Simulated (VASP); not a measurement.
# AlCo in VASP: a series of runs

The runs below take AlCo through single point, with PBE.

Program: VASP 6.6.1. These are calculated values, not measurements. Logs are shortened: lines on timing, memory, paths and dates and some standing lists are left out, and cuts for length are marked.

## (1) The cell of the first run

It takes space group Pm-3m (No. 221, cubic). Conventional cell: a = 2.908 Å, b = 2.908 Å, c = 2.908 Å, α = 90.00°, β = 90.00°, γ = 90.00°. Al (site symmetry m-3m) has 8 Co at 2.52 Å and 6 Al at 2.91 Å within 3.3 Å. Within 3.3 Å of Co (site symmetry m-3m) lie 8 Al at 2.52 Å and 6 Co at 2.91 Å.

## (2) Single point, PBE (volume scaled by 1.06)

INCAR reads:

```
ALGO = Fast
EDIFF = 1E-6
ENCUT = 520
GGA = PE
ISIF = 2
ISMEAR = 0
LASPH = T
LCHARG = T
LELF = T
LREAL = F
LVHAR = T
LWAVE = F
NBANDS = 13
NELM = 80
PREC = Accurate
SIGMA = 0.1
```

KPOINTS reads:

```
k-points
0
Gamma
  14 14 14
```

POSCAR reads:

```
AlCo
1.0
    2.9078362588      0.0000000000      0.0000000000
    0.0000000000      2.9078362588      0.0000000000
    0.0000000000      0.0000000000      2.9078362588
Al Co
1 1
Direct
    0.0000000000      0.0000000000      0.0000000000
    0.5000000000      0.5000000000      0.5000000000
```

Potentials or basis: VASP PAW PBE potentials, release 64 (Al, Co).

Run with:

```
> cat potpaw_PBE.64/Al/POTCAR potpaw_PBE.64/Co/POTCAR > POTCAR
> mpirun -np 1 vasp_std > vasp.out
```

OUTCAR:

```text
EDIFF = 1E-6
   ENCUT = 520
   GGA = PE
   ISIF = 2
   ISMEAR = 0
   LASPH = T
   LREAL = F
   NELM = 80
   PREC = Accurate

 ion  position               nearest neighbor table
   1  0.000  0.000  0.000-   2 2.52   2 2.52   2 2.52   2 2.52   2 2.52   2 2.52   2 2.52   2 2.52

   2  0.500  0.500  0.500-   1 2.52   1 2.52   1 2.52   1 2.52   1 2.52   1 2.52   1 2.52   1 2.52

  LATTYP: Found a simple cubic cell.
 ALAT       =     2.9078362588

  Lattice vectors:

 A1 = (   2.9078362588,   0.0000000000,   0.0000000000)
 A2 = (   0.0000000000,   2.9078362588,   0.0000000000)
 A3 = (   0.0000000000,   0.0000000000,   2.9078362588)

Analysis of symmetry for initial positions (statically):
=====================================================================
 Subroutine PRICEL returns:
 Original cell was already a primitive cell.

 Routine SETGRP: Setting up the symmetry group for a
 simple cubic supercell.

 Subroutine GETGRP returns: Found 48 space group operations
 (whereof 48 operations were pure point group operations)
 out of a pool of 48 trial point group operations.

The static configuration has the point symmetry O_h .

Analysis of symmetry for dynamics (positions and initial velocities):
=====================================================================
 Subroutine PRICEL returns:
 Original cell was already a primitive cell.

 Routine SETGRP: Setting up the symmetry group for a
 simple cubic supercell.

 Subroutine GETGRP returns: Found 48 space group operations
 (whereof 48 operations were pure point group operations)
 out of a pool of 48 trial point group operations.

The dynamic configuration has the point symmetry O_h .

 Subroutine INISYM returns: Found 48 space group operations
 (whereof 48 operations are pure point group operations),
 and found     1 'primitive' translations

----------------------------------------------------------------------------------------

                                     Primitive cell

  volume of cell :      24.5872

  direct lattice vectors                    reciprocal lattice vectors
     2.907836259  0.000000000  0.000000000     0.343898319  0.000000000  0.000000000
     0.000000000  2.907836259  0.000000000     0.000000000  0.343898319  0.000000000
     0.000000000  0.000000000  2.907836259     0.000000000  0.000000000  0.343898319

  length of vectors
     2.907836259  2.907836259  2.907836259     0.343898319  0.343898319  0.343898319

  position of ions in fractional coordinates (direct lattice)
     0.000000000  0.000000000  0.000000000
     0.500000000  0.500000000  0.500000000

  ion indices of the primitive-cell ions
   primitive index   ion index
                 1           1
                 2           2

----------------------------------------------------------------------------------------

 KPOINTS: k-points

Automatic generation of k-mesh.
 Grid dimensions read from file:
 generate k-points for:   14   14   14

 Generating k-lattice:

  Cartesian coordinates                     Fractional coordinates (reciprocal lattice)
     0.024564166  0.000000000  0.000000000     0.071428571  0.000000000  0.000000000
     0.000000000  0.024564166  0.000000000     0.000000000  0.071428571  0.000000000
     0.000000000  0.000000000  0.024564166     0.000000000  0.000000000  0.071428571

  Length of vectors
     0.024564166  0.024564166  0.024564166

  Shift w.r.t. Gamma in fractional coordinates (k-lattice)
     0.000000000  0.000000000  0.000000000

 Subroutine IBZKPT returns following result:
 ===========================================

 Found    120 irreducible k-points:

 Following reciprocal coordinates:
            Coordinates               Weight
  0.000000  0.000000  0.000000      1.000000
  0.071429  0.000000  0.000000      6.000000
  0.142857  0.000000  0.000000      6.000000
  0.214286  0.000000  0.000000      6.000000
  0.285714  0.000000  0.000000      6.000000
  0.357143  0.000000  0.000000      6.000000
[... 16 lines left out ...]
  0.285714  0.214286  0.000000     24.000000
  0.357143  0.214286  0.000000     24.000000
 [... further k-points ...]
   k-points           NKPTS =    120   k-points in BZ     NKDIM =    120   number of bands    NBANDS=     13
   number of dos      NEDOS =    301   number of ions     NIONS =      2
   total plane-waves  NPLWV =  13824
   dimension x,y,z NGX =    24 NGY =   24 NGZ =   24
   dimension x,y,z NGXF=    48 NGYF=   48 NGZF=   48
   ions per type =               1   1
   NGX,Y,Z   is equivalent  to a cutoff of  13.72, 13.72, 13.72 a.u.
   NGXF,Y,Z  is equivalent  to a cutoff of  27.44, 27.44, 27.44 a.u.
 SYSTEM =  unknown system
   PREC   = accura    normal or accurate (medium, high low for compatibility)
   ISTART =      0    job   : 0-new  1-cont  2-samecut
   ICHARG =      2    charge: 1-file 2-atom 10-const
   ISPIN  =      1    spin polarized calculation?
   LNONCOLLINEAR =      F non collinear calculations
   LSORBIT =      F    spin-orbit coupling
   LASPH  =      T    aspherical Exc in radial PAW
   ENCUT  =  520.0 eV  38.22 Ry    6.18 a.u.   5.41  5.41  5.41*2*pi/ulx,y,z
   NELM   =     80;   NELMIN=  2; NELMDL= -5     # of ELM steps
   EDIFF  = 0.1E-05   stopping-criterion for ELM
   LREAL  =      F    real-space projection
   EDIFFG = 0.1E-04   stopping-criterion for IOM
   NSW    =      0    number of steps for IOM
   IBRION =     -1    ionic relax: 0-MD 1-quasi-New 2-CG
   NFREE  =      0    steps in history (QN), initial steepest desc. (CG)
   ISIF   =      2    stress and relaxation
   ISYM   =      2    0-nonsym 1-usesym 2-fastsym
   POTIM  = 0.5000    time-step for ionic-motion
   TEBEG  =    0.0;   TEEND  =   0.0 temperature during run
   PSTRESS=    0.0 pullay stress
   NELECT =      12.0000    total number of electrons
   NUPDOWN=      -1.0000    fix difference up-down
   EMIN   =  10.00;   EMAX   =-10.00  energy-range for DOS
   EFERMI =   0.00;   METHOD = LEGACY
   ISMEAR =     0;   SIGMA  =   0.10  broadening in eV -4-tet -1-fermi 0-gaus
   EFERMI_NEDOS =   21; number of points for ismear=-14 and -15
   IALGO  =     68    algorithm
   IMIX   =      4    mixing-type and parameters
     AMIX     =   0.40;   BMIX     =  1.00
     AMIX_MAG =   1.60;   BMIX_MAG =  1.00
  volume/ion in A,a.u.               =      12.29        82.96
  Fermi-wavevector in a.u.,A,eV,Ry     =   1.288938  2.435739 22.604184  1.661361
  Thomas-Fermi vector in A             =   2.420861
   LORBIT       =      0    0 simple, 1 ext, 2 COOP (PROOUT), +10 PAW based schemes
   GGA     = PE    functional components
   LHFCALC =     F    Hartree Fock is set to
   AEXX    =    0.0000 exact exchange contribution
   IVDW    =     0    specifies the selected vdW correction
   LEPSILON=     F    determine dielectric tensor
   LRPA    =     F    only Hartree local field effects (RPA)
 non-spin polarized calculation
 RMM-DIIS sequential band-by-band and
 Gauss-broadening in eV      SIGMA  =   0.10
  energy-cutoff  :      520.00
  volume of cell :       24.59
 maximum number of plane-waves:       691
 NGX is ok and might be reduce to    24
   NGX = 11   NGY = 11   NGZ = 11

 number of electron      12.0000008 magnetization

 Free energy of the ion-electron system (eV)
  ---------------------------------------------------
  ext. energy  EPLUGINS =         0.00000000
  ---------------------------------------------------
  free energy    TOTEN  =       -11.94849266 eV

  energy without entropy =      -11.94450367  energy(sigma->0) =      -11.94649817

 E-fermi :   9.7901     XC(G=0): -11.9756

 val. band max:        9.7850734261   @ k =   0.5000   0.3571   0.0714
 cond. band min:       9.8499204171   @ k =   0.5000   0.2857   0.0000
 fundamental gap:      0.0648469910
 Fermi energy:         9.7900564631

 k-point     1 :       0.0000    0.0000    0.0000
  band No.  band energies     occupation
      1      -0.8838      2.00000
      2       7.0880      2.00000
      3       7.0880      2.00000
      4       9.0123      2.00000
      5       9.0123      2.00000
      6       9.0123      2.00000
      7      15.4571      0.00000
      8      15.4571      0.00000
      9      15.4571      0.00000
     10      18.2783      0.00000
     11      18.2783      0.00000
     12      23.7987      0.00000
     13      30.6718      0.00000

 k-point     2 :       0.0714    0.0000    0.0000
  band No.  band energies     occupation
      1      -0.7911      2.00000
      2       7.0771      2.00000
      3       7.1126      2.00000
      4       8.9640      2.00000
      5       8.9640      2.00000
      6       9.0172      2.00000
      7      14.5751      0.00000
      8      15.5866      0.00000
      9      15.5866      0.00000
     10      18.2719      0.00000
     11      19.0782      0.00000
     12      24.1172      0.00000
     13      29.6105      0.00000

 k-point     3 :       0.1429    0.0000    0.0000
  band No.  band energies     occupation
      1      -0.5146      2.00000
      2       7.0161      2.00000
      3       7.1823      2.00000
      4       8.8349      2.00000
      5       8.8349      2.00000
      6       9.0311      2.00000
      7      13.0885      0.00000
      8      15.9603      0.00000
      9      15.9603      0.00000
     10      18.2529      0.00000
     11      20.2755      0.00000
     12      25.1333      0.00000
     13      27.9115      0.00000
[... 305 lines left out ...]
 k-point    23 :       0.2857    0.2143    0.0000
  band No.  band energies     occupation
      1       1.3432      2.00000
      2       6.6745      2.00000
      3       7.2825      2.00000
      4       8.1573      2.00000
      5       8.5411      2.00000
      6       8.7716      2.00000
      7      11.0773      0.00000
      8      13.3809      0.00000
      9      18.2789      0.00000
     10      18.8940      0.00000
     11      21.5144      0.00000
     12      25.1279      0.00000
     13      25.6446      0.00000

 k-point    24 :       0.3571    0.2143    0.0000
  band No.  band energies     occupation
      1       2.0936      2.00000
      2       5.9511      2.00000
      3       7.4763      2.00000
      4       8.0943      2.00000
      5       8.4065      2.00000
      6       8.7945      2.00000
      7      10.3785      0.00000
      8      13.9863      0.00000
      9      17.8980      0.00000
     10      19.1322      0.00000
     11      21.4111      0.00000
     12      23.7170      0.00000
     13      25.9762      0.00000

 [... further k-points ...]
[... 5 lines left out ...]
  --------------------------------------------------------------------------------------
  -------------------------------------------------------------------------------------
  Total       -1.4510561     -1.4510561     -1.4510561      0.0000000     -0.0000000      0.0000000
  in kB      -94.5550978    -94.5550978    -94.5550978      0.0000000     -0.0000000      0.0000000
  external PRESSURE =     -94.5550978 kB  Pullay stress =       0.0000000 kB

 VOLUME and BASIS-vectors are now :
 -----------------------------------------------------------------------------
  energy-cutoff  :      520.00
  volume of cell :       24.59
      direct lattice vectors                 reciprocal lattice vectors
     2.907836259  0.000000000  0.000000000     0.343898319  0.000000000  0.000000000
     0.000000000  2.907836259  0.000000000     0.000000000  0.343898319  0.000000000
     0.000000000  0.000000000  2.907836259     0.000000000  0.000000000  0.343898319

 POSITION                                       TOTAL-FORCE (eV/Angst)
 -----------------------------------------------------------------------------------
      0.00000      0.00000      0.00000         0.000000      0.000000      0.000000
      1.45392      1.45392      1.45392         0.000000      0.000000      0.000000
 -----------------------------------------------------------------------------------
    total drift:                                0.000000      0.000000     -0.000000

  FREE ENERGIE OF THE ION-ELECTRON SYSTEM (eV)
  ---------------------------------------------------
  free  energy   TOTEN  =       -11.9484926580 eV

  energy  without entropy=      -11.9445036735  energy(sigma->0) =      -11.94649817
```

Wall time 89 s (1 thread of AMD EPYC 7R13, shared host); peak memory 0.14 GiB.

Results:

```
Free energy            : -11.9485 eV
Pressure               : -9.5 GPa
Band gap on the k mesh : zero (band 6 reaches 12.18 eV, above the bottom of band 7 at 9.56 eV)
```

Levels at points of the mesh, in eV from the Fermi level:
```csv
k point,band 3,band 4,band 5,band 6,band 7,band 8,band 9,band 10
"(0.00, 0.00, 0.00)",-2.70,-0.78,-0.78,-0.78,5.67,5.67,5.67,8.49
"(0.50, 0.00, 0.00)",-2.17,-1.59,-1.59,-0.68,0.14,8.31,10.27,10.27
"(0.50, 0.50, 0.00)",-2.55,-2.55,-1.38,-1.38,-0.23,2.24,3.10,12.06
"(0.50, 0.50, 0.50)",-3.67,-0.19,-0.19,2.39,2.39,2.39,3.56,5.00
```

 Spin polarisation is off, so any magnetic state and its effect on volume and gap are missing.

[end of part 1 of 3]
